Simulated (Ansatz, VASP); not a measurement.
## CoSi: VASP and Ansatz over several settings

```xyz
2
Lattice="2.7813 0.0000 0.0000 0.0000 2.7813 0.0000 0.0000 0.0000 2.7813" Properties=species:S:1:pos:R:3 pbc="T T T"
Co    0.0000    0.0000    0.0000
Si    1.3907    1.3907    1.3907
```

Single points on this cell with VASP 6.6.1 and Ansatz 0.2.0. Each row is one pair of runs. Alike in all rows: spin: collinear, typed start; k mesh: 5 × 5 × 5; smearing: fermi-dirac, width 0.05 eV; VASP's potentials, cutoff: VASP PAW PBE potentials, release 64 (Co, Si), 520 eV; Ansatz's potentials, cutoff: Ansatz PAW, 500 eV.

```tsv
level	gap on the k mesh at the Fermi level (eV), VASP	gap on the k mesh at the Fermi level (eV), Ansatz	pressure (GPa), VASP	pressure (GPa), Ansatz	net moment per atom (μB), VASP	net moment per atom (μB), Ansatz
r2SCAN0	none	none	-6.9	-6.9	0.44	0.44
r2SCANh	none	none	-4.1	-4.4	0.44	0.44
r2SCAN50	none	none	-8.6	-8.4	0.44	0.44
```

Pressure (GPa): the two programs differ by at most 0.27; net moment per atom (μB): the two programs differ by at most 0.

VASP's potentials hold 13 valence electrons a cell and Ansatz's 21, so a difference there can come from the potentials and not from the codes.

A gap of «none» marks a metal or a gap that the smearing closes.

The k mesh is coarse, so the values compare programs but aren't converged. Noted on Ansatz's runs: the magnetic or orbital state may not be the lowest.
